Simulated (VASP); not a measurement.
A run of VASP 6.6.1 is set up as follows.

The input INCAR:

```
SYSTEM = SrCl2
ALGO = Normal
EDIFF = 1E-7
ENCUT = 520
GGA = PE
ISIF = 2
ISMEAR = 0
LASPH = .True.
LCHARG = .False.
LREAL = .False.
LWAVE = .False.
NBANDS = 19
NELM = 80
PREC = Accurate
SIGMA = 0.05
```

Contents of KPOINTS:

```
k-points
0
Gamma
  6 6 6
  0 0 0
```

POSCAR

```
SrCl2
1.0
    0.0000000000      3.6703771263      3.4424467068
    3.6703771263      0.0000000000      3.4424467068
    3.6703771263      3.6703771263      0.0000000000
Sr Cl
1 2
Direct
    0.0000000000      0.0000000000      0.0000000000
    0.2500000000      0.2500000000      0.2500000000
    0.7500000000      0.7500000000      0.7500000000
```

Potentials or basis: VASP PAW PBE potentials, release 64 (Sr_sv, Cl).

Run with:

```sh
$ cat potpaw_PBE.64/Sr_sv/POTCAR potpaw_PBE.64/Cl/POTCAR > POTCAR
$ mpirun -np 1 vasp_std > vasp.out
```

Q: Estimate the pressure.

A: -1.7 GPa.

Q: Predict the band gap on the k mesh.

A: 4.67 eV, indirect (least direct gap 4.92 eV).

Stress tensor (GPa, compression positive):
```
-2.69  0.00  0.00
 0.00 -2.69  0.00
 0.00  0.00  0.27
```

 A k mesh can miss the band edges.
